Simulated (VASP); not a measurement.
# AgCl (Fm-3m) in VASP: a series of runs

AgCl is run at these levels: PBEsol, PBE; tasks: single point.

Program: VASP 6.6.1. These are calculated values, not measurements. Logs are shortened: lines on timing, memory, paths and dates and some standing lists are left out, and cuts for length are marked.

**1. The cell of the first run**

It takes space group Fm-3m (No. 225, cubic). Conventional cell: a = 5.611 Å, b = 5.611 Å, c = 5.611 Å, α = 90.00°, β = 90.00°, γ = 90.00°. Ag (site symmetry m-3m) has 6 Cl at 2.81 Å within 3.7 Å. Within 3.7 Å of Cl (site symmetry m-3m) lie 6 Ag at 2.81 Å.

**2. Single point, PBEsol**

Input file INCAR:

```
ALGO = Normal ; EDIFF = 1E-6
ENCUT = 520 ; GGA = PS
ISIF = 2 ; ISMEAR = 0
LASPH = True ; LCHARG = False
LREAL = False ; LWAVE = False
NBANDS = 16 ; NELM = 80
PREC = Accurate ; SIGMA = 0.02
```

Input file KPOINTS:

```
k-points
0
Gamma
  8 8 8
```

Input file POSCAR:

```
AgCl
1.0
    0.0000000000      2.8053419536      2.8053419536
    2.8053419536      0.0000000000      2.8053419536
    2.8053419536      2.8053419536      0.0000000000
Ag Cl
1 1
Direct
    0.0000000000      0.0000000000      0.0000000000
    0.5000000000      0.5000000000      0.5000000000
```

Potentials or basis: VASP PAW PBE potentials, release 64 (Ag, Cl).

Command:

```sh
$ cat potpaw_PBE.64/Ag/POTCAR potpaw_PBE.64/Cl/POTCAR > POTCAR
$ mpirun -np 1 vasp_std > vasp.out
```

OUTCAR:

```text
EDIFF = 1E-6
   ENCUT = 520
   GGA = PS
   ISIF = 2
   ISMEAR = 0
   LASPH = True
   LREAL = False
   NELM = 80
   PREC = Accurate

 ion  position               nearest neighbor table
   1  0.000  0.000  0.000-   2 2.81   2 2.81   2 2.81   2 2.81   2 2.81   2 2.81
   2  0.500  0.500  0.500-   1 2.81   1 2.81   1 2.81   1 2.81   1 2.81   1 2.81

  LATTYP: Found a face centered cubic cell.
 ALAT       =     5.6106839072

  Lattice vectors:

 A1 = (   0.0000000000,   2.8053419536,   2.8053419536)
 A2 = (   2.8053419536,   0.0000000000,   2.8053419536)
 A3 = (   2.8053419536,   2.8053419536,   0.0000000000)

Analysis of symmetry for initial positions (statically):
=====================================================================
 Subroutine PRICEL returns:
 Original cell was already a primitive cell.

 Routine SETGRP: Setting up the symmetry group for a
 face centered cubic supercell.

 Subroutine GETGRP returns: Found 48 space group operations
 (whereof 48 operations were pure point group operations)
 out of a pool of 48 trial point group operations.

The static configuration has the point symmetry O_h .

Analysis of symmetry for dynamics (positions and initial velocities):
=====================================================================
 Subroutine PRICEL returns:
 Original cell was already a primitive cell.

 Routine SETGRP: Setting up the symmetry group for a
 face centered cubic supercell.

 Subroutine GETGRP returns: Found 48 space group operations
 (whereof 48 operations were pure point group operations)
 out of a pool of 48 trial point group operations.

The dynamic configuration has the point symmetry O_h .

 Subroutine INISYM returns: Found 48 space group operations
 (whereof 48 operations are pure point group operations),
 and found     1 'primitive' translations

----------------------------------------------------------------------------------------

                                     Primitive cell

  volume of cell :      44.1558

  direct lattice vectors                    reciprocal lattice vectors
     0.000000000  2.805341954  2.805341954    -0.178231391  0.178231391  0.178231391
     2.805341954  0.000000000  2.805341954     0.178231391 -0.178231391  0.178231391
     2.805341954  2.805341954  0.000000000     0.178231391  0.178231391 -0.178231391

  length of vectors
     3.967352638  3.967352638  3.967352638     0.308705826  0.308705826  0.308705826

  position of ions in fractional coordinates (direct lattice)
     0.000000000  0.000000000  0.000000000
     0.500000000  0.500000000  0.500000000

  ion indices of the primitive-cell ions
   primitive index   ion index
                 1           1
                 2           2

----------------------------------------------------------------------------------------

 KPOINTS: k-points

Automatic generation of k-mesh.
 Grid dimensions read from file:
 generate k-points for:    8    8    8

 Generating k-lattice:

  Cartesian coordinates                     Fractional coordinates (reciprocal lattice)
    -0.022278924  0.022278924  0.022278924     0.125000000  0.000000000  0.000000000
     0.022278924 -0.022278924  0.022278924     0.000000000  0.125000000  0.000000000
     0.022278924  0.022278924 -0.022278924     0.000000000  0.000000000  0.125000000

  Length of vectors
     0.038588228  0.038588228  0.038588228

  Shift w.r.t. Gamma in fractional coordinates (k-lattice)
     0.000000000  0.000000000  0.000000000

 Subroutine IBZKPT returns following result:
 ===========================================

 Found     29 irreducible k-points:

 Following reciprocal coordinates:
            Coordinates               Weight
  0.000000  0.000000  0.000000      1.000000
  0.125000  0.000000  0.000000      8.000000
  0.250000  0.000000  0.000000      8.000000
  0.375000  0.000000  0.000000      8.000000
  0.500000  0.000000  0.000000      4.000000
  0.125000  0.125000  0.000000      6.000000
[... 16 lines left out ...]
  0.500000  0.250000  0.125000     48.000000
 -0.375000  0.250000  0.125000     24.000000
 [... further k-points ...]
   k-points           NKPTS =     29   k-points in BZ     NKDIM =     29   number of bands    NBANDS=     16
   number of dos      NEDOS =    301   number of ions     NIONS =      2
   total plane-waves  NPLWV =  27000
   dimension x,y,z NGX =    30 NGY =   30 NGZ =   30
   dimension x,y,z NGXF=    60 NGYF=   60 NGZF=   60
   ions per type =               1   1
   NGX,Y,Z   is equivalent  to a cutoff of  12.57, 12.57, 12.57 a.u.
   NGXF,Y,Z  is equivalent  to a cutoff of  25.14, 25.14, 25.14 a.u.
 SYSTEM =  unknown system
   PREC   = accura    normal or accurate (medium, high low for compatibility)
   ISTART =      0    job   : 0-new  1-cont  2-samecut
   ICHARG =      2    charge: 1-file 2-atom 10-const
   ISPIN  =      1    spin polarized calculation?
   LNONCOLLINEAR =      F non collinear calculations
   LSORBIT =      F    spin-orbit coupling
   LASPH  =      T    aspherical Exc in radial PAW
   ENCUT  =  520.0 eV  38.22 Ry    6.18 a.u.   7.38  7.38  7.38*2*pi/ulx,y,z
   NELM   =     80;   NELMIN=  2; NELMDL= -5     # of ELM steps
   EDIFF  = 0.1E-05   stopping-criterion for ELM
   LREAL  =      F    real-space projection
   EDIFFG = 0.1E-04   stopping-criterion for IOM
   NSW    =      0    number of steps for IOM
   IBRION =     -1    ionic relax: 0-MD 1-quasi-New 2-CG
   NFREE  =      0    steps in history (QN), initial steepest desc. (CG)
   ISIF   =      2    stress and relaxation
   ISYM   =      2    0-nonsym 1-usesym 2-fastsym
   POTIM  = 0.5000    time-step for ionic-motion
   TEBEG  =    0.0;   TEEND  =   0.0 temperature during run
   PSTRESS=    0.0 pullay stress
   NELECT =      18.0000    total number of electrons
   NUPDOWN=      -1.0000    fix difference up-down
   EMIN   =  10.00;   EMAX   =-10.00  energy-range for DOS
   EFERMI =   0.00;   METHOD = LEGACY
   ISMEAR =     0;   SIGMA  =   0.02  broadening in eV -4-tet -1-fermi 0-gaus
   EFERMI_NEDOS =   21; number of points for ismear=-14 and -15
   IALGO  =     38    algorithm
   IMIX   =      4    mixing-type and parameters
     AMIX     =   0.40;   BMIX     =  1.00
     AMIX_MAG =   1.60;   BMIX_MAG =  1.00
  volume/ion in A,a.u.               =      22.08       148.99
  Fermi-wavevector in a.u.,A,eV,Ry     =   1.213864  2.293869 20.047704  1.473465
  Thomas-Fermi vector in A             =   2.349302
   LORBIT       =      0    0 simple, 1 ext, 2 COOP (PROOUT), +10 PAW based schemes
   GGA     = PS    functional components
   LHFCALC =     F    Hartree Fock is set to
   AEXX    =    0.0000 exact exchange contribution
   IVDW    =     0    specifies the selected vdW correction
   LEPSILON=     F    determine dielectric tensor
   LRPA    =     F    only Hartree local field effects (RPA)
 non-spin polarized calculation
 Gauss-broadening in eV      SIGMA  =   0.02
  energy-cutoff  :      520.00
  volume of cell :       44.16
 maximum number of plane-waves:      1243
 NGX is ok and might be reduce to    30
   NGX = 15   NGY = 15   NGZ = 15

 number of electron      17.9999995 magnetization

 Free energy of the ion-electron system (eV)
  ---------------------------------------------------
  ext. energy  EPLUGINS =         0.00000000
  ---------------------------------------------------
  free energy    TOTEN  =        -6.00991113 eV

  energy without entropy =       -6.00991113  energy(sigma->0) =       -6.00991113

 E-fermi :   3.4344     XC(G=0): -10.0354

 val. band max:        3.2819358610   @ k =   0.5000   0.0000   0.0000
 cond. band min:       4.0245394530   @ k =   0.0000   0.0000   0.0000
 fundamental gap:      0.7426035921
 Fermi energy:         3.4344328536

 k-point     1 :       0.0000    0.0000    0.0000
  band No.  band energies     occupation
      1     -11.6324      2.00000
      2       0.9439      2.00000
      3       0.9439      2.00000
      4       0.9439      2.00000
      5       0.9811      2.00000
      6       0.9811      2.00000
[... 8 lines left out ...]
     15      16.2421      0.00000
     16      16.2421      0.00000

 k-point     2 :       0.1250    0.0000    0.0000
  band No.  band energies     occupation
      1     -11.5765      2.00000
      2       0.2712      2.00000
      3       0.3347      2.00000
      4       0.3347      2.00000
      5       0.9951      2.00000
      6       0.9951      2.00000
[... 8 lines left out ...]
     15      15.1484      0.00000
     16      15.7103      0.00000

 k-point     3 :       0.2500    0.0000    0.0000
  band No.  band energies     occupation
      1     -11.4363      2.00000
      2      -0.7293      2.00000
      3      -0.2154      2.00000
      4      -0.2154      2.00000
      5       1.1133      2.00000
      6       1.1133      2.00000
[... 8 lines left out ...]
     15      15.4506      0.00000
     16      15.5627      0.00000

 k-point     4 :       0.3750    0.0000    0.0000
  band No.  band energies     occupation
      1     -11.2877      2.00000
      2      -1.4788      2.00000
      3      -0.5663      2.00000
      4      -0.5663      2.00000
      5       1.2362      2.00000
      6       1.2362      2.00000
[... 8 lines left out ...]
     15      16.3472      0.00000
     16      16.3472      0.00000
[... 324 lines left out ...]
 k-point    22 :       0.3750    0.2500    0.1250
  band No.  band energies     occupation
      1     -11.3501      2.00000
      2      -1.0873      2.00000
      3      -0.2965      2.00000
      4       0.0608      2.00000
      5       1.0321      2.00000
      6       1.2208      2.00000
[... 8 lines left out ...]
     15      17.3209      0.00000
     16      18.3501      0.00000

 k-point    23 :       0.5000    0.2500    0.1250
  band No.  band energies     occupation
      1     -11.2436      2.00000
      2      -1.2876      2.00000
      3      -0.5763      2.00000
      4      -0.3278      2.00000
      5       1.1433      2.00000
      6       1.2951      2.00000
[... 8 lines left out ...]
     15      17.5364      0.00000
     16      18.1801      0.00000

 k-point    24 :      -0.3750    0.2500    0.1250
  band No.  band energies     occupation
      1     -11.1984      2.00000
      2      -1.3471      2.00000
      3      -0.6215      2.00000
      4      -0.5771      2.00000
      5       1.2254      2.00000
      6       1.2910      2.00000
[... 8 lines left out ...]
     15      16.5927      0.00000
     16      18.0737      0.00000

 [... further k-points ...]
[... 5 lines left out ...]
  --------------------------------------------------------------------------------------
  -------------------------------------------------------------------------------------
  Total       -1.1154798     -1.1154798     -1.1154798      0.0000000      0.0000000     -0.0000000
  in kB      -40.4748137    -40.4748137    -40.4748137      0.0000000      0.0000000     -0.0000000
  external PRESSURE =     -40.4748137 kB  Pullay stress =       0.0000000 kB

 VOLUME and BASIS-vectors are now :
 -----------------------------------------------------------------------------
  energy-cutoff  :      520.00
  volume of cell :       44.16
      direct lattice vectors                 reciprocal lattice vectors
     0.000000000  2.805341954  2.805341954    -0.178231391  0.178231391  0.178231391
     2.805341954  0.000000000  2.805341954     0.178231391 -0.178231391  0.178231391
     2.805341954  2.805341954  0.000000000     0.178231391  0.178231391 -0.178231391

 POSITION                                       TOTAL-FORCE (eV/Angst)
 -----------------------------------------------------------------------------------
      0.00000      0.00000      0.00000         0.000000     -0.000000     -0.000000
      2.80534      2.80534      2.80534        -0.000000      0.000000      0.000000
 -----------------------------------------------------------------------------------
    total drift:                               -0.000000      0.000000      0.000000

  FREE ENERGIE OF THE ION-ELECTRON SYSTEM (eV)
  ---------------------------------------------------
  free  energy   TOTEN  =        -6.0099111343 eV

  energy  without entropy=       -6.0099111343  energy(sigma->0) =       -6.00991113
```

Run time: 29 s. Hardware: 1 thread of AMD EPYC 7R43 (Zen 3), shared host; peak memory 0.14 GiB.

What came out:

- Free energy: -6.0099 eV
- Pressure: -4.0 GPa
- Band gap on the k mesh: 0.74 eV, indirect (least direct gap 2.93 eV)

Levels at points of the mesh, in eV from the valence-band top:
```tsv
k point	band 6	band 7	band 8	band 9	band 10	band 11	band 12	band 13
(0.00, 0.00, 0.00)	-2.30	-2.19	-2.19	-2.19	0.74	10.76	10.76	10.76
(0.50, 0.00, 0.00)	-1.99	-1.70	0.00	0.00	4.13	6.25	7.59	7.59
(0.50, 0.50, 0.00)	-2.12	-1.88	-1.88	-1.82	2.29	7.90	8.35	11.18
```

Caveat: the PAW data sets were made with another functional, which shifts forces and pressure a little.

(Continued in part 2 of 2.)
